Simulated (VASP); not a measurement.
Set up this calculation in VASP 6.6.1, as the native input.

```
Task                      : relaxation of the atoms
Functional                : PBE
Potentials or basis       : VASP PAW PBE potentials, release 64 (Ru_pv)
Cutoff                    : 520 eV
k mesh                    : 12 × 12 × 1
Occupations               : gaussian, width 0.1 eV
Spin                      : no spin polarisation
Dipole correction         : yes
Atoms held fixed (from 0) : [0, 1]
Further INCAR settings    : ALGO = Normal; EDIFF = 1e-06; IBRION = 2; EDIFFG = -0.03; NSW = 70
```

The structure of Ru lies in POSCAR:

```
Ru
1.0
    2.7197977464      0.0000000000      0.0000000000
   -1.3598988732      2.3554139415      0.0000000000
    0.0000000000      0.0000000000     20.4449896454
Ru
4
Selective dynamics
Direct
    0.6666666667      0.3333333333      0.3423821739  F F F
    0.3333333333      0.6666666667      0.4474607246  F F F
    0.6666666667      0.3333333333      0.5525392754  T T T
    0.3333333333      0.6666666667      0.6576178261  T T T
```

The input as run:

INCAR

```
SYSTEM = Ru
PREC = Accurate
ENCUT = 520
EDIFF = 1E-6
ISMEAR = 0
SIGMA = 0.1
LREAL = .FALSE.
LASPH = .TRUE.
NELM = 60
ALGO = Normal
ISIF = 2
LWAVE = .FALSE.
LCHARG = .FALSE.
LDIPOL = .TRUE.
IDIPOL = 3
DIPOL = 0.5 0.5 0.500
GGA = PE
IBRION = 2
NSW = 70
EDIFFG = -0.03
```

KPOINTS

```
Automatic mesh
0
G
  12 12 1
  0 0 0
```

Potentials or basis: VASP PAW PBE potentials, release 64 (Ru_pv).

Run with:

```console
$ cat potpaw_PBE.64/Ru_pv/POTCAR > POTCAR
$ mpirun -np 1 vasp_std > vasp.out
```

It gave:

| Property | Result |
| --- | --- |
| Energy gained by relaxing | 6.2 meV/atom |
| Ionic steps | 6 |
| Band gap on the k mesh | zero (bands 28 and 29 overlap by 2.33 eV) |

It took 8.1 min on 1 thread of Intel(R) Xeon(R) Platinum 8259CL CPU @ 2.50GHz (Skylake/Cascade Lake) (shared host), peak memory 0.27 GiB.
